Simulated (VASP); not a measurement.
# Be4Ga2C (C2/m) in VASP: notebook

Be4Ga2C is run at these levels: PBE; tasks: relaxation of cell and atoms, single point.

All numbers are computed with VASP 6.6.1; they aren't measurements. Logs are shortened: lines on timing, memory, paths and dates and some standing lists are left out, and cuts for length are marked.

### 1 The cell of the first run

It takes space group C2/m (No. 12, monoclinic). The conventional cell has a = 6.056 Å, b = 8.213 Å, c = 3.072 Å, α = 90.00°, β = 95.47°, γ = 90.00°. Within 2.6 Å of Be (site symmetry m) lie 2 C at 1.94 to 2.30 Å and 2 Ga at 2.06 Å. Be (site symmetry 2) has 1 C at 1.94 Å and 4 Ga at 2.05 to 2.26 Å within 2.6 Å. Ga (site symmetry -1) has 6 Be at 2.05 to 2.26 Å within 2.7 Å. C (site symmetry 2/m) has 6 Be at 1.94 to 2.30 Å within 2.6 Å.

### 2 Relaxation of cell and atoms, PBE

File INCAR:

```
SYSTEM = Be4Ga2C
  PREC = Accurate
  ENCUT = 600
  EDIFF = 1E-6
  ISMEAR = 0
  SIGMA = 0.1
  LREAL = .False.
  LASPH = .True.
  NELM = 100
  ALGO = Normal
  ISIF = 3
  LWAVE = .False.
  LCHARG = .False.
  GGA = PE
  IBRION = 2
  NSW = 90
  EDIFFG = -0.04
```

File KPOINTS:

```
Automatic mesh
0
Gamma
  4 4 6
  0 0 0
```

File POSCAR:

```
Be4Ga2C
1.0
    3.0280014600     -4.1067216400      0.0000000000
    3.0280014600      4.1067216400      0.0000000000
   -0.2930795700      0.0000000000      3.0578287500
Be Ga C
4 2 1
Direct
    0.2417720000      0.2417720000      0.4642629900
    0.2367690100      0.7632309900      0.0000000000
    0.7582280000      0.7582280000      0.5357370100
    0.7632309900      0.2367690100      0.0000000000
    0.0000000000      0.5000000000      0.5000000000
    0.5000000000      0.0000000000      0.5000000000
    0.0000000000      0.0000000000      0.0000000000
```

Potentials or basis: VASP PAW PBE potentials, release 64 (Be, Ga_d, C).

Launch:

```bash
$ cat potpaw_PBE.64/Be/POTCAR potpaw_PBE.64/Ga_d/POTCAR potpaw_PBE.64/C/POTCAR > POTCAR
$ mpirun -np 1 vasp_std > vasp.out
```

OUTCAR:

```text
SYSTEM = Be4Ga2C
   PREC = Accurate
   ENCUT = 600
   EDIFF = 1E-6
   ISMEAR = 0
   LREAL = .False.
   LASPH = .True.
   NELM = 100
   ISIF = 3
   GGA = PE
   IBRION = 2
   NSW = 90
   EDIFFG = -0.04

 ion  position               nearest neighbor table
   1  0.242  0.242  0.464-   7 1.94   6 2.06   5 2.06
   2  0.237  0.763  0.000-   7 1.94   6 2.05   5 2.05   5 2.26   6 2.26
   3  0.758  0.758  0.536-   7 1.94   6 2.06   5 2.06
   4  0.763  0.237  0.000-   7 1.94   5 2.05   6 2.05   5 2.26   6 2.26
   5  0.000  0.500  0.500-   2 2.05   4 2.05   3 2.06   1 2.06   2 2.26   4 2.26
   6  0.500  0.000  0.500-   4 2.05   2 2.05   1 2.06   3 2.06   2 2.26   4 2.26
   7  0.000  0.000  0.000-   1 1.94   3 1.94   2 1.94   4 1.94

  LATTYP: Found a base centered monoclinic cell.
 ALAT       =     6.0560029200
 B/A-ratio  =     1.3562482364
 C/A-ratio  =     0.5072391612
 COS(beta)  =    -0.0954084179

  Lattice vectors:

 A1 = (   3.0280014600,  -4.1067216400,   0.0000000000)
 A2 = (   3.0280014600,   4.1067216400,   0.0000000000)
 A3 = (  -0.2930795700,   0.0000000000,   3.0578287500)

Analysis of symmetry for initial positions (statically):
=====================================================================
 Subroutine PRICEL returns:
 Original cell was already a primitive cell.

 Routine SETGRP: Setting up the symmetry group for a
 base centered monoclinic supercell.

 Subroutine GETGRP returns: Found  4 space group operations
 (whereof  4 operations were pure point group operations)
 out of a pool of  4 trial point group operations.

The static configuration has the point symmetry C_2h.

Analysis of symmetry for dynamics (positions and initial velocities):
=====================================================================
 Subroutine PRICEL returns:
 Original cell was already a primitive cell.

 Routine SETGRP: Setting up the symmetry group for a
 base centered monoclinic supercell.

 Subroutine GETGRP returns: Found  4 space group operations
 (whereof  4 operations were pure point group operations)
 out of a pool of  4 trial point group operations.

The dynamic configuration has the point symmetry C_2h.

 Subroutine INISYM returns: Found  4 space group operations
 (whereof  4 operations are pure point group operations),
 and found     1 'primitive' translations

----------------------------------------------------------------------------------------

                                     Primitive cell

  volume of cell :      76.0492

  direct lattice vectors                    reciprocal lattice vectors
     3.028001460 -4.106721640  0.000000000     0.165125416 -0.121751617  0.015826552
     3.028001460  4.106721640  0.000000000     0.165125416  0.121751617  0.015826552
    -0.293079570  0.000000000  3.057828750     0.000000000  0.000000000  0.327029432

  length of vectors
     5.102348035  5.102348035  3.071841841     0.205767682  0.205767682  0.327029432

  position of ions in fractional coordinates (direct lattice)
     0.241772000  0.241772000  0.464262990
     0.236769010  0.763230990  0.000000000
     0.758228000  0.758228000  0.535737010
     0.763230990  0.236769010  0.000000000
     1.000000000  0.500000000  0.500000000
     0.500000000  1.000000000  0.500000000
     0.000000000  0.000000000  0.000000000

  ion indices of the primitive-cell ions
   primitive index   ion index
                 1           1
                 2           2
                 3           3
                 4           4
                 5           5
                 6           6
                 7           7

----------------------------------------------------------------------------------------

 KPOINTS: Automatic mesh

Automatic generation of k-mesh.
 Grid dimensions read from file:
 generate k-points for:    4    4    6

 Generating k-lattice:

  Cartesian coordinates                     Fractional coordinates (reciprocal lattice)
     0.041281354 -0.030437904  0.003956638     0.250000000 -0.000000000 -0.000000000
     0.041281354  0.030437904  0.003956638    -0.000000000  0.250000000 -0.000000000
     0.000000000  0.000000000  0.054504905     0.000000000  0.000000000  0.166666667

  Length of vectors
     0.051441920  0.051441920  0.054504905

  Shift w.r.t. Gamma in fractional coordinates (k-lattice)
     0.000000000  0.000000000  0.000000000

 Subroutine IBZKPT returns following result:
 ===========================================

 Found     34 irreducible k-points:

 Following reciprocal coordinates:
            Coordinates               Weight
  0.000000  0.000000  0.000000      1.000000
  0.250000  0.000000  0.000000      4.000000
  0.500000  0.000000  0.000000      2.000000
  0.250000  0.250000  0.000000      2.000000
  0.500000  0.250000  0.000000      4.000000
 -0.250000  0.250000  0.000000      2.000000
[... 16 lines left out ...]
  0.500000  0.250000  0.333333      4.000000
 -0.250000  0.250000  0.333333      4.000000
 [... further k-points ...]
   k-points           NKPTS =     34   k-points in BZ     NKDIM =     34   number of bands    NBANDS=     23
   number of dos      NEDOS =    301   number of ions     NIONS =      7
   total plane-waves  NPLWV =  49392
   dimension x,y,z NGX =    42 NGY =   42 NGZ =   28
   dimension x,y,z NGXF=    84 NGYF=   84 NGZF=   56
   ions per type =               4   2   1
   NGX,Y,Z   is equivalent  to a cutoff of  13.68, 13.68, 15.15 a.u.
   NGXF,Y,Z  is equivalent  to a cutoff of  27.37, 27.37, 30.31 a.u.
 SYSTEM =  Be4Ga2C
   PREC   = accura    normal or accurate (medium, high low for compatibility)
   ISTART =      0    job   : 0-new  1-cont  2-samecut
   ICHARG =      2    charge: 1-file 2-atom 10-const
   ISPIN  =      1    spin polarized calculation?
   LNONCOLLINEAR =      F non collinear calculations
   LSORBIT =      F    spin-orbit coupling
   LASPH  =      T    aspherical Exc in radial PAW
   ENCUT  =  600.0 eV  44.10 Ry    6.64 a.u.  10.19 10.19  6.14*2*pi/ulx,y,z
   NELM   =    100;   NELMIN=  2; NELMDL= -5     # of ELM steps
   EDIFF  = 0.1E-05   stopping-criterion for ELM
   LREAL  =      F    real-space projection
   EDIFFG = -.4E-01   stopping-criterion for IOM
   NSW    =     90    number of steps for IOM
   IBRION =      2    ionic relax: 0-MD 1-quasi-New 2-CG
   NFREE  =      1    steps in history (QN), initial steepest desc. (CG)
   ISIF   =      3    stress and relaxation
   ISYM   =      2    0-nonsym 1-usesym 2-fastsym
   POTIM  = 0.5000    time-step for ionic-motion
   TEBEG  =    0.0;   TEEND  =   0.0 temperature during run
   PSTRESS=    0.0 pullay stress
   NELECT =      38.0000    total number of electrons
   NUPDOWN=      -1.0000    fix difference up-down
   EMIN   =  10.00;   EMAX   =-10.00  energy-range for DOS
   EFERMI =   0.00;   METHOD = LEGACY
   ISMEAR =     0;   SIGMA  =   0.10  broadening in eV -4-tet -1-fermi 0-gaus
   EFERMI_NEDOS =   21; number of points for ismear=-14 and -15
   IALGO  =     38    algorithm
   IMIX   =      4    mixing-type and parameters
     AMIX     =   0.40;   BMIX     =  1.00
     AMIX_MAG =   1.60;   BMIX_MAG =  1.00
  volume/ion in A,a.u.               =      10.86        73.32
  Fermi-wavevector in a.u.,A,eV,Ry     =   1.299086  2.454916 22.961520  1.687624
  Thomas-Fermi vector in A             =   2.430372
   LORBIT       =      0    0 simple, 1 ext, 2 COOP (PROOUT), +10 PAW based schemes
   GGA     = PE    functional components
   LHFCALC =     F    Hartree Fock is set to
   AEXX    =    0.0000 exact exchange contribution
   IVDW    =     0    specifies the selected vdW correction
   LEPSILON=     F    determine dielectric tensor
   LRPA    =     F    only Hartree local field effects (RPA)
 conjugate gradient relaxation of ions
 non-spin polarized calculation
 Gauss-broadening in eV      SIGMA  =   0.10
  energy-cutoff  :      600.00
  volume of cell :       76.05
 maximum number of plane-waves:      2557
 NGX is ok and might be reduce to    42
   NGX = 21   NGY = 21   NGZ = 13

--------------------------------------- Ionic step        1  -------------------------------------------

 number of electron      37.9999984 magnetization

 Free energy of the ion-electron system (eV)
  ---------------------------------------------------
  ext. energy  EPLUGINS =         0.00000000
  ---------------------------------------------------
  free energy    TOTEN  =       -21.29478136 eV

  energy without entropy =      -21.28208696  energy(sigma->0) =      -21.28843416

------------------------ aborting loop because EDIFF is reached ----------------------------------------

  FORCE on cell =-STRESS in cart. coord.  units (eV):
  Direction    XX          YY          ZZ          XY          YZ          ZX
  --------------------------------------------------------------------------------------
  -------------------------------------------------------------------------------------
  Total        7.1112374     12.0985291     11.3374088      0.0000000      0.0000000      2.7655456
  in kB      149.8170549    254.8875685    238.8525517      0.0000000      0.0000000     58.2635440
  external PRESSURE =     214.5190584 kB  Pullay stress =       0.0000000 kB
[... 1371 lines left out ...]
     22       5.4339      0.00000
     23       6.8291      0.00000

 [... further k-points ...]

[... ionic steps 4 to 32 ...]

--------------------------------------- Ionic step       33  -------------------------------------------

 number of electron      37.9999980 magnetization

------------------------ aborting loop because EDIFF is reached ----------------------------------------

  FORCE on cell =-STRESS in cart. coord.  units (eV):
  Direction    XX          YY          ZZ          XY          YZ          ZX
  --------------------------------------------------------------------------------------
  -------------------------------------------------------------------------------------
  Total       -0.3024704     -0.0195727      0.0391921      0.0000000      0.0000000      0.1012721
  in kB       -4.8156584     -0.3116182      0.6239804      0.0000000      0.0000000      1.6123623
  external PRESSURE =      -1.5010987 kB  Pullay stress =       0.0000000 kB
[... 67 lines left out ...]
  energy  without entropy=      -27.5153455914  energy(sigma->0) =      -27.52323605

--------------------------------------- Ionic step       35  -------------------------------------------

 number of electron      37.9999982 magnetization

 Free energy of the ion-electron system (eV)
  ---------------------------------------------------
  ext. energy  EPLUGINS =         0.00000000
  ---------------------------------------------------
  free energy    TOTEN  =       -27.53196713 eV

  energy without entropy =      -27.51541172  energy(sigma->0) =      -27.52368942

 E-fermi :   3.8364     XC(G=0):  -9.4226

 val. band max:        3.8133528031   @ k =   0.5000   0.0000   0.0000
 cond. band min:       3.8607258812   @ k =   0.2500   0.0000   0.1667
 fundamental gap:      0.0473730781
 Fermi energy:         3.8363845487

 k-point     1 :       0.0000    0.0000    0.0000
  band No.  band energies     occupation
      1     -11.1609      2.00000
      2     -11.1259      2.00000
      3     -11.0540      2.00000
      4     -11.0221      2.00000
      5     -10.9298      2.00000
      6     -10.9185      2.00000
[... 649 lines left out ...]
  FREE ENERGIE OF THE ION-ELECTRON SYSTEM (eV)
  ---------------------------------------------------
  free  energy   TOTEN  =       -27.5319671288 eV

  energy  without entropy=      -27.5154117151  energy(sigma->0) =      -27.52368942

 reached required accuracy - stopping structural energy minimisation
```

It took 33 min on 1 thread of Intel Xeon Platinum 8259CL at 2.50GHz (Skylake/Cascade Lake), shared host; peak memory 0.27 GiB.

Results:

* Free energy: -27.5320 eV
* Relaxed volume: 14.31 Å³/atom
* Relaxed cell: a = 6.538 Å, b = 6.538 Å, c = 2.804 Å, α = 90.36°, β = 90.36°, γ = 123.30°
* Space group after relaxing (to 0.05 Å): C2/m (No. 12)
* Energy gained by relaxing: 891.0 meV/atom
* Ionic steps: 35
* Pressure after relaxing: 0.1 GPa
* Largest force after relaxing: 0.032 eV/Å
* Band gap on the k mesh: zero (band 19 reaches 3.93 eV, above the bottom of band 20 at 3.60 eV)

Forces on the atoms (eV/Å):
```
Be   0.024  0.000 -0.020
Be   0.000 -0.013  0.000
Be  -0.024  0.000  0.020
Be   0.000  0.013  0.000
Ga   0.000  0.000  0.000
Ga   0.000  0.000  0.000
C    0.000  0.000  0.000
```

The path:
```tsv
step	energy change (eV)	largest force (eV/Å)	pressure (GPa)	volume (Å³)
1	0.0000	1.8964	21.45	76.05
2	-1.7301	2.2889	-1.13	93.15
3	-1.8752	2.3719	-6.37	100.93
4	-3.2442	2.1301	-6.82	102.62
5	-2.1234	7.3859	7.04	107.37
6	-4.1087	1.5610	-5.90	103.99
7	-4.3061	1.0268	-3.22	105.31
8	-4.3347	0.8538	-4.27	104.91
9	-4.7883	1.5008	3.85	96.94
10	-4.7896	1.5791	4.25	96.66
11	-5.2022	1.5113	4.38	96.05
12	-5.4446	1.3607	8.17	92.21
13	-5.5915	1.5108	6.30	93.80
14	-5.9314	1.3995	0.59	99.59
15	-5.9578	1.4893	-1.71	103.22
16	-5.9630	1.4617	-1.10	102.15
17	-6.1441	0.3402	-0.15	103.24
18	-6.1485	0.2903	0.09	103.43
19	-6.1757	0.1579	-0.09	103.56
20	-6.1790	0.2862	-0.16	103.63
21	-6.1890	0.2208	-0.40	103.43
22	-6.2094	0.1702	-0.73	102.81
23	-6.2102	0.5064	-1.10	101.45
24	-6.2169	0.2854	-0.98	102.22
25	-6.2236	0.1846	-0.50	101.59
26	-6.2286	0.0822	0.19	100.65
27	-6.2288	0.0739	0.38	100.43
28	-6.2301	0.0665	0.25	100.54
29	-6.2322	0.0872	-0.01	100.88
30	-6.2323	0.1066	-0.11	101.00
31	-6.2337	0.0547	-0.23	100.99
32	-6.2348	0.0520	-0.41	100.98
33	-6.2359	0.0278	-0.15	100.63
34	-6.2363	0.0348	0.11	100.24
35	-6.2372	0.0315	0.07	100.17
```

Final structure:
```
Be Ga C
1.0
     3.10204   -5.75383    0.11987
     3.10204    5.75383    0.11987
    -0.14498    0.00000    2.80059
Be Ga C
4 2 1
Direct
  0.16321 0.16321 0.50477
  0.14738 0.85262 0.00000
  0.83679 0.83679 0.49523
  0.85262 0.14738 0.00000
  0.00000 0.50000 0.50000
  0.50000 0.00000 0.50000
  0.00000 0.00000 0.00000
```

Levels at points of the mesh, in eV from the Fermi level:
| k point | band 16 | band 17 | band 18 | band 19 | band 20 | band 21 | band 22 | band 23 |
| --- | --- | --- | --- | --- | --- | --- | --- | --- |
| (0.00, 0.00, 0.00) | -3.91 | -2.18 | -1.06 | -0.52 | 0.76 | 2.94 | 3.35 | 3.67 |
| (0.50, 0.00, 0.00) | -3.08 | -2.18 | -0.74 | -0.61 | -0.02 | 2.01 | 2.36 | 3.64 |
| (0.50, 0.50, 0.00) | -3.66 | -3.03 | -2.42 | -2.17 | 1.94 | 3.71 | 3.73 | 4.78 |
| (0.00, 0.00, 0.50) | -3.93 | -3.80 | -2.06 | -1.94 | 0.82 | 0.85 | 1.64 | 2.46 |
| (0.50, 0.00, 0.50) | -4.06 | -3.26 | -2.46 | -1.15 | 0.57 | 2.33 | 2.54 | 2.93 |
| (0.50, 0.50, 0.50) | -2.96 | -2.09 | -1.71 | -1.21 | 0.36 | 1.24 | 1.42 | 1.92 |

Caveat: the volume moved by over 15 % at a fixed basis, so the end points are rough.

(Part 1 of 2 ends here.)
